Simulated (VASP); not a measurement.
Input of a VASP 6.6.1 run:

Contents of INCAR:

```
SYSTEM = Bi3O
PREC = Accurate
ENCUT = 600
EDIFF = 1E-6
ISMEAR = 0
SIGMA = 0.1
LREAL = .FALSE.
LASPH = .TRUE.
NELM = 100
ALGO = Fast
ISIF = 3
LWAVE = .FALSE.
LCHARG = .FALSE.
GGA = PE
IBRION = 2
NSW = 100
EDIFFG = -0.01
KPAR = 4
```

KPOINTS

```
regular mesh
0
G
  8 8 4
  0 0 0
```

File POSCAR:

```
Bi3O
1.0
    4.0244240817      0.0000000000      0.0000000000
    0.0000000000      4.0244240817      0.0000000000
    0.0000000000      0.0000000000     12.9180089767
Bi O
6 2
Direct
    0.5000000000      0.0000000000      0.9026820695
    0.0000000000      0.5000000000      0.0973179305
    0.5000000000      0.0000000000      0.6046440606
    0.0000000000      0.5000000000      0.7246649306
    0.0000000000      0.5000000000      0.3953559394
    0.5000000000      0.0000000000      0.2753350694
    0.5000000000      0.5000000000      0.0000000000
    0.0000000000      0.0000000000      0.0000000000
```

Potentials or basis: VASP PAW PBE potentials, release 64 (Bi_d, O).

Run with:

```bash
$ cat potpaw_PBE.64/Bi_d/POTCAR potpaw_PBE.64/O/POTCAR > POTCAR
$ mpirun -np 4 vasp_std > vasp.out
```

(1) Predict the space group after relaxing (to 0.1 Å).

(2) What does it give for the relaxed cell?

(3) Estimate the relaxed volume.

(4) What does it give for the band gap on the k mesh?

## Answers

(1) P4/nmm (No. 129).

(2) a = 4.026 Å, b = 4.026 Å, c = 12.877 Å, α = 90.00°, β = 90.00°, γ = 90.00°.

(3) 26.09 Å³/atom.

(4) zero (bands 51 and 52 overlap by 2.31 eV).

Caveat: spin-orbit coupling is left out, which moves the levels of the heavy elements.
